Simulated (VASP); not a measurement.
# Sr3Ta2O (P-6m2) in VASP: a series of runs

Runs on Sr3Ta2O. Level: PBE. Tasks: single point, relaxation of cell and atoms.

All numbers are computed with VASP 6.6.1; they aren't measurements. Logs are shortened: lines on timing, memory, paths and dates and some standing lists are left out, and cuts for length are marked.

### 1 The cell of the first run

It takes space group P-6m2 (No. 187, hexagonal). The conventional cell has a = 5.636 Å, b = 5.636 Å, c = 5.971 Å, α = 90.00°, β = 90.00°, γ = 120.00°. Within 3.9 Å of Sr (site symmetry -6m2) lie 2 O at 2.99 Å and 3 Sr at 3.25 Å and 6 Ta at 3.46 Å. Sr (site symmetry -6m2) has 2 Sr at 2.99 Å and 3 O at 3.25 Å and 6 Ta at 3.72 Å within 3.9 Å. Sr (site symmetry -6m2) has 5 Sr at 2.99 to 3.25 Å and 6 Ta at 3.46 Å within 3.9 Å. Within 3.1 Å of Ta (site symmetry 3m) lie 1 Ta at 2.36 Å. O (site symmetry -6m2) has 5 Sr at 2.99 to 3.25 Å and 6 Ta at 3.72 Å within 3.9 Å.

The cell was generated, and may not be a known phase.

### 2 Single point, PBE, collinear spin

File INCAR:

```
SYSTEM = Sr3Ta2O
ALGO = Fast
EDIFF = 1E-6
ENCUT = 520
GGA = PE
ISIF = 2
ISMEAR = 0
ISPIN = 2
LASPH = .True.
LCHARG = .False.
LMAXMIX = 4
LORBIT = 11
LREAL = .False.
LWAVE = .False.
MAGMOM = 0 0 0 1 1 0
NBANDS = 42
NELM = 150
PREC = Accurate
SIGMA = 0.1
```

File KPOINTS:

```
k-points
0
Gamma
  6 6 2
  0 0 0
```

File POSCAR:

```
Sr3Ta2O
1.0
    5.6360617481     -0.0000000038      0.0000000000
   -2.8180308708      4.8809726531      0.0000000000
    0.0000000000      0.0000000000      5.9709135577
Sr Ta O
3 2 1
Direct
    0.0000000000      0.0000000000      0.5000000000
    0.3333333333      0.6666666667      0.0000000000
    0.3333333333      0.6666666667      0.5000000000
    0.6666666667      0.3333333333      0.3026363733
    0.6666666667      0.3333333333      0.6973636267
    0.0000000000      0.0000000000      0.0000000000
```

Potentials or basis: VASP PAW PBE potentials, release 64 (Sr_sv, Ta_pv, O).

Command:

```
> cat potpaw_PBE.64/Sr_sv/POTCAR potpaw_PBE.64/Ta_pv/POTCAR potpaw_PBE.64/O/POTCAR > POTCAR
> mpirun -np 1 vasp_std > vasp.out
```

OUTCAR:

```text
SYSTEM = Sr3Ta2O
   EDIFF = 1E-6
   ENCUT = 520
   GGA = PE
   ISIF = 2
   ISMEAR = 0
   ISPIN = 2
   LASPH = .True.
   LORBIT = 11
   LREAL = .False.
   NELM = 150
   PREC = Accurate

 ion  position               nearest neighbor table
   1  0.000  0.000  0.500-   6 2.99   6 2.99   3 3.25   3 3.25   3 3.25   5 3.46   4 3.46   5 3.46
                             4 3.46   5 3.46   4 3.46   2 4.42   2 4.42   2 4.42   2 4.42   2 4.42
   2  0.333  0.667  0.000-   3 2.99   3 2.99   6 3.25   6 3.25   6 3.25   4 3.72   5 3.72   4 3.72
                             5 3.72   5 3.72   4 3.72   1 4.42   1 4.42   1 4.42   1 4.42   1 4.42
   3  0.333  0.667  0.500-   2 2.99   2 2.99   1 3.25   1 3.25   1 3.25   4 3.46   5 3.46   4 3.46
                             5 3.46   4 3.46   5 3.46
   4  0.667  0.333  0.303-   5 2.36   3 3.46   1 3.46   3 3.46   1 3.46   1 3.46   3 3.46   2 3.72
                             2 3.72   2 3.72
   5  0.667  0.333  0.697-   4 2.36   3 3.46   1 3.46   3 3.46   1 3.46   1 3.46   3 3.46   2 3.72
                             2 3.72   2 3.72
   6  0.000  0.000  0.000-   1 2.99   1 2.99   2 3.25   2 3.25   2 3.25

  LATTYP: Found a hexagonal cell.
 ALAT       =     5.6360617481
 C/A-ratio  =     1.0594123742

  Lattice vectors:

 A1 = (   5.6360617481,  -0.0000000038,   0.0000000000)
 A2 = (  -2.8180308708,   4.8809726531,   0.0000000000)
 A3 = (   0.0000000000,   0.0000000000,   5.9709135577)

Analysis of symmetry for initial positions (statically):
=====================================================================
 Subroutine PRICEL returns:
 Original cell was already a primitive cell.

 Routine SETGRP: Setting up the symmetry group for a
 hexagonal supercell.

 Subroutine GETGRP returns: Found 12 space group operations
 (whereof 12 operations were pure point group operations)
 out of a pool of 24 trial point group operations.

The static configuration has the point symmetry D_3h.

Analysis of symmetry for dynamics (positions and initial velocities):
=====================================================================
 Subroutine PRICEL returns:
 Original cell was already a primitive cell.

 Routine SETGRP: Setting up the symmetry group for a
 hexagonal supercell.

 Subroutine GETGRP returns: Found 12 space group operations
 (whereof 12 operations were pure point group operations)
 out of a pool of 24 trial point group operations.

The dynamic configuration has the point symmetry D_3h.

Analysis of structural, dynamic, and magnetic symmetry:
=====================================================================
 Subroutine PRICEL returns:
 Original cell was already a primitive cell.

 Routine SETGRP: Setting up the symmetry group for a
 hexagonal supercell.

 Subroutine GETGRP returns: Found 12 space group operations
 (whereof 12 operations were pure point group operations)
 out of a pool of 24 trial point group operations.

The overall configuration has the point symmetry D_3h.

 Subroutine INISYM returns: Found 12 space group operations
 (whereof 12 operations are pure point group operations),
 and found     1 'primitive' translations

----------------------------------------------------------------------------------------

                                     Primitive cell

  volume of cell :     164.2566

  direct lattice vectors                    reciprocal lattice vectors
     5.636061748 -0.000000004  0.000000000     0.177428858  0.102438599  0.000000000
    -2.818030871  4.880972653  0.000000000     0.000000000  0.204877198  0.000000000
     0.000000000  0.000000000  5.970913558     0.000000000  0.000000000  0.167478559

  length of vectors
     5.636061748  5.636061748  5.970913558     0.204877198  0.204877198  0.167478559

  position of ions in fractional coordinates (direct lattice)
     0.000000000  0.000000000  0.500000000
     0.333333333  0.666666667  0.000000000
     0.333333333  0.666666667  0.500000000
     0.666666667  0.333333333  0.302636373
     0.666666667  0.333333333  0.697363627
     0.000000000  0.000000000  0.000000000

  ion indices of the primitive-cell ions
   primitive index   ion index
                 1           1
                 2           2
                 3           3
[... 46 lines left out ...]
   k-points           NKPTS =     14   k-points in BZ     NKDIM =     14   number of bands    NBANDS=     42
   number of dos      NEDOS =    301   number of ions     NIONS =      6
   total plane-waves  NPLWV =  84672
   dimension x,y,z NGX =    42 NGY =   42 NGZ =   48
   dimension x,y,z NGXF=    84 NGYF=   84 NGZF=   96
   ions per type =               3   2   1
   NGX,Y,Z   is equivalent  to a cutoff of  12.39, 12.39, 13.36 a.u.
   NGXF,Y,Z  is equivalent  to a cutoff of  24.78, 24.78, 26.73 a.u.
 SYSTEM =  Sr3Ta2O
   PREC   = accura    normal or accurate (medium, high low for compatibility)
   ISTART =      0    job   : 0-new  1-cont  2-samecut
   ICHARG =      2    charge: 1-file 2-atom 10-const
   ISPIN  =      2    spin polarized calculation?
   LNONCOLLINEAR =      F non collinear calculations
   LSORBIT =      F    spin-orbit coupling
   LASPH  =      T    aspherical Exc in radial PAW
   ENCUT  =  520.0 eV  38.22 Ry    6.18 a.u.  10.48 10.48 11.10*2*pi/ulx,y,z
   NELM   =    150;   NELMIN=  2; NELMDL= -5     # of ELM steps
   EDIFF  = 0.1E-05   stopping-criterion for ELM
   LREAL  =      F    real-space projection
   EDIFFG = 0.1E-04   stopping-criterion for IOM
   NSW    =      0    number of steps for IOM
   IBRION =     -1    ionic relax: 0-MD 1-quasi-New 2-CG
   NFREE  =      0    steps in history (QN), initial steepest desc. (CG)
   ISIF   =      2    stress and relaxation
   ISYM   =      2    0-nonsym 1-usesym 2-fastsym
   POTIM  = 0.5000    time-step for ionic-motion
   TEBEG  =    0.0;   TEEND  =   0.0 temperature during run
   PSTRESS=    0.0 pullay stress
   NELECT =      58.0000    total number of electrons
   NUPDOWN=      -1.0000    fix difference up-down
   EMIN   =  10.00;   EMAX   =-10.00  energy-range for DOS
   EFERMI =   0.00;   METHOD = LEGACY
   ISMEAR =     0;   SIGMA  =   0.10  broadening in eV -4-tet -1-fermi 0-gaus
   EFERMI_NEDOS =   21; number of points for ismear=-14 and -15
   IALGO  =     68    algorithm
   IMIX   =      4    mixing-type and parameters
     AMIX     =   0.40;   BMIX     =  1.00
     AMIX_MAG =   1.60;   BMIX_MAG =  1.00
  volume/ion in A,a.u.               =      27.38       184.74
  Fermi-wavevector in a.u.,A,eV,Ry     =   1.157115  2.186630 18.217047  1.338915
  Thomas-Fermi vector in A             =   2.293729
   LORBIT       =     11    0 simple, 1 ext, 2 COOP (PROOUT), +10 PAW based schemes
   GGA     = PE    functional components
   LHFCALC =     F    Hartree Fock is set to
   AEXX    =    0.0000 exact exchange contribution
   IVDW    =     0    specifies the selected vdW correction
   LEPSILON=     F    determine dielectric tensor
   LRPA    =     F    only Hartree local field effects (RPA)
 spin polarized calculation
 RMM-DIIS sequential band-by-band and
 Gauss-broadening in eV      SIGMA  =   0.10
  energy-cutoff  :      520.00
  volume of cell :      164.26
 maximum number of plane-waves:      4487
 NGX is ok and might be reduce to    42
   NGX = 21   NGY = 21   NGZ = 23

 number of electron      58.0000003 magnetization       0.7117729

 Free energy of the ion-electron system (eV)
  ---------------------------------------------------
  ext. energy  EPLUGINS =         0.00000000
  ---------------------------------------------------
  free energy    TOTEN  =       -28.32642890 eV

  energy without entropy =      -28.30255334  energy(sigma->0) =      -28.31449112

 E-fermi :   2.8061     XC(G=0):  -9.4729

 val. band max:        2.7992298225   @ k =   0.3333  -0.0000   0.0000
 cond. band min:       2.8521392675   @ k =   0.0000   0.0000   0.0000
 fundamental gap:      0.0529094450
 Fermi energy:         2.8060967521

 spin component 1

 k-point     1 :       0.0000    0.0000    0.0000
  band No.  band energies     occupation
      1     -33.1646      1.00000
      2     -32.4971      1.00000
      3     -32.3492      1.00000
      4     -32.1042      1.00000
      5     -31.5163      1.00000
      6     -31.5163      1.00000
[... 605 lines left out ...]
     40       6.6158      0.00000
     41       6.8248      0.00000
 Fermi energy:         2.8060967521

 spin component 2

 k-point     1 :       0.0000    0.0000    0.0000
  band No.  band energies     occupation
      1     -33.1633      1.00000
      2     -32.4888      1.00000
      3     -32.1156      1.00000
      4     -32.0372      1.00000
      5     -31.3720      1.00000
      6     -31.3720      1.00000
[... 605 lines left out ...]
     40       6.7113      0.00000
     41       6.8380      0.00000
 [bands above 41 left out]

------------------------ aborting loop because EDIFF is reached ----------------------------------------

  FORCE on cell =-STRESS in cart. coord.  units (eV):
  Direction    XX          YY          ZZ          XY          YZ          ZX
  --------------------------------------------------------------------------------------
  -------------------------------------------------------------------------------------
  Total        0.1167728      0.1167728      0.3253653     -0.0000000     -0.0000000      0.0000000
  in kB        1.1390149      1.1390149      3.1736496     -0.0000000     -0.0000000      0.0000000
  external PRESSURE =       1.8172265 kB  Pullay stress =       0.0000000 kB

 VOLUME and BASIS-vectors are now :
 -----------------------------------------------------------------------------
  energy-cutoff  :      520.00
  volume of cell :      164.26
      direct lattice vectors                 reciprocal lattice vectors
     5.636061748 -0.000000004  0.000000000     0.177428858  0.102438599  0.000000000
    -2.818030871  4.880972653  0.000000000     0.000000000  0.204877198  0.000000000
     0.000000000  0.000000000  5.970913558     0.000000000  0.000000000  0.167478559

 POSITION                                       TOTAL-FORCE (eV/Angst)
 -----------------------------------------------------------------------------------
      0.00000      0.00000      2.98546         0.000000     -0.000000      0.000000
      0.00000      3.25398      0.00000        -0.000000      0.000000      0.000000
      0.00000      3.25398      2.98546        -0.000000      0.000000      0.000000
      2.81803      1.62699      1.80702         0.000000      0.000000     -0.100383
      2.81803      1.62699      4.16390         0.000000     -0.000000      0.100383
      0.00000      0.00000      0.00000         0.000000     -0.000000      0.000000
 -----------------------------------------------------------------------------------
    total drift:                                0.000000     -0.000000      0.000000

  FREE ENERGIE OF THE ION-ELECTRON SYSTEM (eV)
  ---------------------------------------------------
  free  energy   TOTEN  =       -28.3264289040 eV

  energy  without entropy=      -28.3025533398  energy(sigma->0) =      -28.31449112

 total charge

# of ion       s       p       d       tot
------------------------------------------
    1        2.043   5.746   0.276   8.064
    2        2.028   5.725   0.289   8.043
    3        2.076   5.725   0.411   8.212
    4        0.414   6.008   2.475   8.896
    5        0.414   6.008   2.475   8.896
    6        1.586   3.158   0.000   4.744
--------------------------------------------------
tot          8.560  32.371   5.925  46.856

 magnetization (x)

# of ion       s       p       d       tot
------------------------------------------
    1       -0.001   0.001  -0.005  -0.006
    2       -0.000   0.001   0.001   0.002
    3       -0.002   0.003  -0.002  -0.000
    4        0.018   0.011   0.294   0.323
    5        0.018   0.011   0.294   0.323
    6       -0.000  -0.000   0.000  -0.000
--------------------------------------------------
tot          0.033   0.027   0.582   0.642
```

Wall time 4.5 min (1 thread of Oxide Virtual Turin-like, shared host); peak memory 0.39 GiB.

What came out:

| Item | Value |
| --- | --- |
| Free energy | -28.3264 eV |
| Pressure | 0.2 GPa |
| Largest force | 0.100 eV/Å |
| Net moment | 0.71 μB per cell |
| Site moments | Sr -0.01, +0.00, -0.00; Ta +0.32; O -0.00 μB |
| Valence electrons inside the program's atomic spheres | Sr 8.06, 8.04, 8.21; Ta 8.90; O 4.74 |

Forces in eV/Å, atoms in the order of the input:
```
Sr   0.000  0.000  0.000
Sr   0.000  0.000  0.000
Sr   0.000  0.000  0.000
Ta   0.000  0.000 -0.100
Ta   0.000  0.000  0.100
O    0.000  0.000  0.000
```

Caveat: the k points lie up to 0.53 Å⁻¹ apart; a moment this small can come from the mesh or the smearing; spin-orbit coupling is left out, which moves the levels of the heavy elements.

### 3 Relaxation of cell and atoms, PBE

This run uses another cell than the first one, of 26.91 Å³/atom.

File INCAR:

```
SYSTEM = Sr3Ta2O
  ALGO = Fast
  EDIFF = 1E-6
  EDIFFG = -0.01
  ENCUT = 600
  GGA = PE
  IBRION = 2
  ISIF = 3
  ISMEAR = 0
  LASPH = .True.
  LCHARG = .False.
  LREAL = .False.
  LWAVE = .False.
  NELM = 80
  NSW = 100
  PREC = Accurate
  SIGMA = 0.1
```

File KPOINTS:

```
k-points
0
Gamma
  12 12 6
  0 0 0
```

File POSCAR:

```
Sr3Ta2O
1.0
    5.6167246549      0.0000000000      0.0000000000
   -2.8083623275      4.8642262372      0.0000000000
    0.0000000000      0.0000000000      5.9102534280
Sr Ta O
3 2 1
Direct
    0.0000000000      0.0000000000      0.5000000000
    0.3333333333      0.6666666667      0.0000000000
    0.3333333333      0.6666666667      0.5000000000
    0.6666666667      0.3333333333      0.2975331962
    0.6666666667      0.3333333333      0.7024668038
    0.0000000000      0.0000000000      0.0000000000
```

Potentials or basis: VASP PAW PBE potentials, release 64 (Sr_sv, Ta_pv, O).

Command:

```
> cat potpaw_PBE.64/Sr_sv/POTCAR potpaw_PBE.64/Ta_pv/POTCAR potpaw_PBE.64/O/POTCAR > POTCAR
> mpirun -np 1 vasp_std > vasp.out
```

Wall time 44 min (1 thread of Oxide Virtual Turin-like, shared host); peak memory 0.65 GiB.

It converged, with:

```
Free energy                           : -28.4460 eV
Relaxed volume                        : 26.85 Å³/atom
Relaxed cell                          : a = 5.622 Å, b = 5.622 Å, c = 5.886 Å, α = 90.00°, β = 90.00°, γ = 120.00°
Space group after relaxing (to 0.1 Å) : P-6m2 (No. 187)
Energy gained by relaxing             : 0.2 meV/atom
Ionic steps                           : 5
Pressure after relaxing               : 0.0 GPa
Largest force after relaxing          : 0.005 eV/Å
Band gap on the k mesh                : zero (bands 29 and 30 overlap by 0.33 eV)
```

Forces on the atoms (eV/Å):
```
Sr   0.000  0.000  0.000
Sr   0.000  0.000  0.000
Sr   0.000  0.000  0.000
Ta   0.000  0.000 -0.005
Ta   0.000  0.000  0.005
O    0.000  0.000  0.000
```

Step by step:
| step | energy change (eV) | largest force (eV/Å) | pressure (GPa) | volume (Å³) |
| --- | --- | --- | --- | --- |
| 1 | 0.0000 | 0.1052 | 0.07 | 161.47 |
| 2 | -0.0002 | 0.0434 | -0.12 | 161.74 |
| 3 | -0.0004 | 0.0121 | -0.05 | 161.64 |
| 4 | -0.0006 | 0.0098 | -0.05 | 161.50 |
| 5 | -0.0010 | 0.0053 | -0.03 | 161.09 |

Final structure:
```cif
data_structure
_symmetry_space_group_name_H-M 'P 1'
_symmetry_Int_Tables_number 1
_cell_length_a 5.6218
_cell_length_b 5.6218
_cell_length_c 5.8855
_cell_angle_alpha 90.000
_cell_angle_beta 90.000
_cell_angle_gamma 120.000
_cell_volume 161.09
loop_
_atom_site_label
_atom_site_type_symbol
_atom_site_fract_x
_atom_site_fract_y
_atom_site_fract_z
_atom_site_occupancy
Sr1 Sr 0.00000 0.00000 0.50000 1
Sr2 Sr 0.33333 0.66667 0.00000 1
Sr3 Sr 0.33333 0.66667 0.50000 1
Ta1 Ta 0.66667 0.33333 0.29598 1
Ta2 Ta 0.66667 0.33333 0.70402 1
O1 O 0.00000 0.00000 0.00000 1
```

Levels at points of the mesh, in eV from the Fermi level:
```csv
k point,band 25,band 26,band 27,band 28,band 29,band 30,band 31,band 32,band 33,band 34
"(0.00, 0.00, 0.00)",-1.28,-1.28,-0.55,-0.55,0.16,0.16,0.39,0.54,1.38,1.38
"(0.50, 0.00, 0.00)",-1.07,-1.05,-0.95,-0.91,-0.39,-0.11,-0.07,1.34,1.47,1.48
"(0.00, 0.00, 0.50)",-1.06,-1.06,-0.15,-0.15,0.08,0.14,0.14,1.18,1.41,1.41
"(0.50, 0.00, 0.50)",-0.83,-0.80,-0.72,-0.04,0.10,0.35,0.56,0.69,1.24,1.25
```

Caveat: spin-orbit coupling is left out, which moves the levels of the heavy elements.

The gap in the log of VASP goes by the Fermi energy; the results here count the filled bands.